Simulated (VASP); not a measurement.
Set up this calculation in VASP 6.6.1, as the native input.

| Quantity | Value |
| --- | --- |
| Task | single point |
| Functional | r2SCAN |
| Potentials or basis | VASP PAW PBE potentials, release 64 (Al, P) |
| Cutoff | 550 eV |
| k mesh | 8 × 8 × 8 |
| Occupations | gaussian, width 0.01 eV |
| Spin | no spin polarisation |
| Dipole correction | no |
| Further INCAR settings | ALGO = Normal; EDIFF = 1e-06; NBANDS = 11 |

AlP:

```
CELL_PARAMETERS angstrom
0.00000 2.73919 2.73919
2.73919 0.00000 2.73919
2.73919 2.73919 0.00000
ATOMIC_POSITIONS crystal
Al 0.00000 0.00000 0.00000
P 0.25000 0.25000 0.25000
```

One way to write it, as run:

POSCAR

```
AlP
1.0
    0.0000000000      2.7391850002      2.7391850002
    2.7391850002      0.0000000000      2.7391850002
    2.7391850002      2.7391850002      0.0000000000
Al P
1 1
Direct
    0.0000000000      0.0000000000      0.0000000000
    0.2500000000      0.2500000000      0.2500000000
```

INCAR.step1

```
PREC = Accurate ; ENCUT = 550
ISMEAR = 0 ; SIGMA = 0.01
LREAL = F ; LASPH = T
NELM = 120 ; NBANDS = 11
GGA = PE ; ALGO = Normal
EDIFF = 1E-5 ; LWAVE = T
LCHARG = F ; GGA_COMPAT = F
```

INCAR.step2

```
PREC = Accurate ; ENCUT = 550
EDIFF = 1E-6 ; ISMEAR = 0
SIGMA = 0.01 ; LREAL = F
LASPH = T ; NELM = 120
ALGO = Normal ; ISIF = 2
LWAVE = F ; LCHARG = T
METAGGA = R2SCAN ; LMIXTAU = T
LELF = T ; LVHAR = T
NBANDS = 11 ; ISTART = 1
GGA_COMPAT = F
```

KPOINTS

```
Automatic mesh
0
Gamma
  8 8 8
```

Potentials or basis: VASP PAW PBE potentials, release 64 (Al, P).

Launch:

```bash
$ cat potpaw_PBE.64/Al/POTCAR potpaw_PBE.64/P/POTCAR > POTCAR
$ cp INCAR.step1 INCAR
$ mpirun -np 1 vasp_std > vasp.out
$ cp INCAR.step2 INCAR
$ mpirun -np 1 vasp_std > vasp.out
```

It gave:

The pressure is -0.3 GPa and the band gap on the k mesh is 1.93 eV (least direct gap 3.91 eV).

Caveat: the PAW data sets were made with another functional, which shifts forces and pressure a little.

It took 44 s on 1 thread of Intel(R) Xeon(R) Platinum 8375C CPU @ 2.90GHz (Ice Lake) (shared host), peak memory 0.17 GiB.
